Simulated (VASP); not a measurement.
# Zr (Im-3m) in VASP: settings compared, part 2 of 2

VASP 6.6.1.

## 5. Single point, HSE06

This run uses another cell than the first one, of 22.30 Å³/atom, 0.979 times its volume.

Input file POSCAR:

```
Zr
1.0
   -1.7730508568      1.7730508568      1.7730508568
    1.7730508568     -1.7730508568      1.7730508568
    1.7730508568      1.7730508568     -1.7730508568
Zr
1
Direct
    0.0000000000      0.0000000000      0.0000000000
```

Input file INCAR.step1:

```
SYSTEM = Zr
ALGO = Normal
EDIFF = 1E-5
ENCUT = 400
GGA = PE
GGA_COMPAT = .False.
ISIF = 2
ISMEAR = -1
LASPH = .True.
LREAL = .False.
LWAVE = .True.
NBANDS = 12
NELM = 120
PREC = Accurate
SIGMA = 0.05
```

Input file INCAR.step2:

```
SYSTEM = Zr
ALGO = Normal
EDIFF = 1E-6
ENCUT = 400
GGA = PE
GGA_COMPAT = .False.
HFSCREEN = 0.2079
ISIF = 2
ISMEAR = -1
ISTART = 1
LASPH = .True.
LCHARG = .True.
LELF = .True.
LHFCALC = .True.
LREAL = .False.
LVHAR = .True.
LWAVE = .False.
NBANDS = 12
NELM = 120
PREC = Accurate
PRECFOCK = Normal
SIGMA = 0.05
```

Input file KPOINTS:

```
k-points
0
Gamma
  6 6 6
  0 0 0
```

Potentials or basis: VASP PAW PBE potentials, release 64 (Zr_sv).

Command:

```console
$ cat potpaw_PBE.64/Zr_sv/POTCAR > POTCAR
$ cp INCAR.step1 INCAR
$ mpirun -np 1 vasp_std > vasp.out
$ cp INCAR.step2 INCAR
$ mpirun -np 1 vasp_std > vasp.out
```

OUTCAR:

```text
SYSTEM = Zr
   EDIFF = 1E-6
   ENCUT = 400
   GGA = PE
   HFSCREEN = 0.2079
   ISIF = 2
   ISMEAR = -1
   ISTART = 1
   LASPH = .True.
   LHFCALC = .True.
   LREAL = .False.
   NELM = 120
   PREC = Accurate
   PRECFOCK = Normal

 ion  position               nearest neighbor table
   1  0.000  0.000  0.000-

  LATTYP: Found a body centered cubic cell.
 ALAT       =     3.5461017136

  Lattice vectors:

 A1 = (  -1.7730508568,   1.7730508568,   1.7730508568)
 A2 = (   1.7730508568,  -1.7730508568,   1.7730508568)
 A3 = (   1.7730508568,   1.7730508568,  -1.7730508568)

Analysis of symmetry for initial positions (statically):
=====================================================================
 Subroutine PRICEL returns:
 Original cell was already a primitive cell.

 Routine SETGRP: Setting up the symmetry group for a
 body centered cubic supercell.

 Subroutine GETGRP returns: Found 48 space group operations
 (whereof 48 operations were pure point group operations)
 out of a pool of 48 trial point group operations.

[... 165 lines left out ...]
 k-point     1 :       0.0000    0.0000    0.0000
  band No.  band energies     occupation
      1     -42.8818      2.00000
      2     -18.8780      2.00000
      3     -18.8780      2.00000
      4     -18.8780      2.00000
      5       2.8004      2.00000
      6      10.8780      0.00000
      7      10.8780      0.00000
      8      10.8780      0.00000
      9      13.6156      0.00000
     10      13.6156      0.00000
     11      22.4772      0.00000
     12      22.4772      0.00000
[... 211 lines left out ...]
 k-point    16 :       0.5000    0.5000    0.5000
  band No.  band energies     occupation
      1     -42.5407      2.00000
      2     -19.6920      2.00000
      3     -19.6920      2.00000
      4     -19.6920      2.00000
      5       5.9372      2.00000
      6       5.9372      2.00000
      7      15.9862      0.00000
      8      15.9862      0.00000
      9      15.9862      0.00000
     10      17.5150      0.00000
     11      17.5150      0.00000
     12      17.5150      0.00000

------------------------ aborting loop because EDIFF is reached ----------------------------------------

  FORCE on cell =-STRESS in cart. coord.  units (eV):
  Direction    XX          YY          ZZ          XY          YZ          ZX
  --------------------------------------------------------------------------------------
  -------------------------------------------------------------------------------------
  Total        0.2022574      0.2022574      0.2022574     -0.0000000      0.0000000      0.0000000
  in kB       14.5342117     14.5342117     14.5342117     -0.0000000      0.0000000      0.0000000
  external PRESSURE =      14.5342117 kB  Pullay stress =       0.0000000 kB

 VOLUME and BASIS-vectors are now :
 -----------------------------------------------------------------------------
  energy-cutoff  :      400.00
  volume of cell :       22.30
      direct lattice vectors                 reciprocal lattice vectors
    -1.773050857  1.773050857  1.773050857     0.000000000  0.281999807  0.281999807
     1.773050857 -1.773050857  1.773050857     0.281999807  0.000000000  0.281999807
     1.773050857  1.773050857 -1.773050857     0.281999807  0.281999807  0.000000000

 POSITION                                       TOTAL-FORCE (eV/Angst)
 -----------------------------------------------------------------------------------
      0.00000      0.00000      0.00000         0.000000     -0.000000      0.000000
 -----------------------------------------------------------------------------------
    total drift:                               -0.000000      0.000000      0.000000

  FREE ENERGIE OF THE ION-ELECTRON SYSTEM (eV)
  ---------------------------------------------------
  free  energy   TOTEN  =        -9.5964918435 eV

  energy  without entropy=       -9.5871981844  energy(sigma->0) =       -9.59184501
```

OSZICAR.step1:

```text
N       E                     dE             d eps       ncg     rms          rms(c)
DAV:   1     0.699340311796E+02    0.69934E+02   -0.60935E+03   400   0.822E+02
DAV:   2    -0.648988099196E+01   -0.76424E+02   -0.74299E+02   456   0.244E+02
DAV:   3    -0.869545625742E+01   -0.22056E+01   -0.21815E+01   532   0.344E+01
DAV:   4    -0.874173138645E+01   -0.46275E-01   -0.46268E-01   452   0.522E+00
DAV:   5    -0.874299255387E+01   -0.12612E-02   -0.12612E-02   568   0.632E-01    0.111E+01
DAV:   6    -0.848085641218E+01    0.26214E+00   -0.34974E-01   412   0.547E+00    0.450E+00
DAV:   7    -0.843285731951E+01    0.47999E-01   -0.18075E-01   444   0.377E+00    0.672E-01
DAV:   8    -0.843556176440E+01   -0.27044E-02   -0.10286E-02   456   0.116E+00    0.831E-02
DAV:   9    -0.843558787000E+01   -0.26106E-04   -0.34262E-04   488   0.151E-01    0.256E-02
DAV:  10    -0.843557547062E+01    0.12399E-04   -0.13714E-05   340   0.396E-02    0.681E-03
DAV:  11    -0.843556536969E+01    0.10101E-04   -0.17530E-06   224   0.125E-02    0.275E-03
DAV:  12    -0.843556594901E+01   -0.57932E-06   -0.29556E-07   228   0.351E-03
   1 F= -.84355659E+01 E0= -.84293914E+01  d E =-.123490E-01
```

Run time: 5 min. Hardware: 1 thread of AMD EPYC 9R45 (Zen 5), shared host; peak memory 0.2 GiB.

What came out:

* Free energy: -9.5965 eV
* Pressure: 1.5 GPa
* Band gap on the k mesh: zero (band 6 reaches 10.88 eV, above the bottom of band 7 at 8.40 eV)

Levels at points of the mesh, in eV from the Fermi level:
```tsv
k point	band 4	band 5	band 6	band 7	band 8	band 9
(0.00, 0.00, 0.00)	-28.14	-6.46	1.62	1.62	1.62	4.36
(0.50, 0.00, 0.00)	-28.15	-3.47	-0.75	1.64	4.38	5.10
(0.50, 0.50, 0.50)	-28.95	-3.32	-3.32	6.73	6.73	6.73
```

Caveat: the k points lie up to 0.42 Å⁻¹ apart; the PAW data sets were made with another functional, which shifts forces and pressure a little.

## 6. The runs side by side

```tsv
level	cell	k mesh	cutoff (eV)	grid for exact exchange (PRECFOCK)	screening parameter	gap on the mesh (eV)	pressure (GPa)
PBE	a = 3.093 Å, angles 109.5°, 1 atom	10 × 10 × 10	500	-	-	none	-0.1
PBE	a = 3.114 Å, angles 109.5°, 1 atom	10 × 10 × 10	500	-	-	none	-1.8
PBE	a = 3.196 Å, angles 109.5°, 1 atom	10 × 10 × 10	500	-	-	none	-7.3
HSE06	a = 3.071 Å, angles 109.5°, 1 atom	6 × 6 × 6	400	Normal	0.2079 1/Å	none	1.5
```

Alike in all rows: task single point; potentials or basis VASP PAW PBE potentials, release 64 (Zr_sv); no spin polarisation; smearing fermi-dirac 0.05 eV.

Caveats: some runs use coarse meshes; the PAW data sets were made with another functional, which shifts forces and pressure a little (some runs).

Total energies depend on the potentials used, so only differences within one code and one set of settings carry meaning.
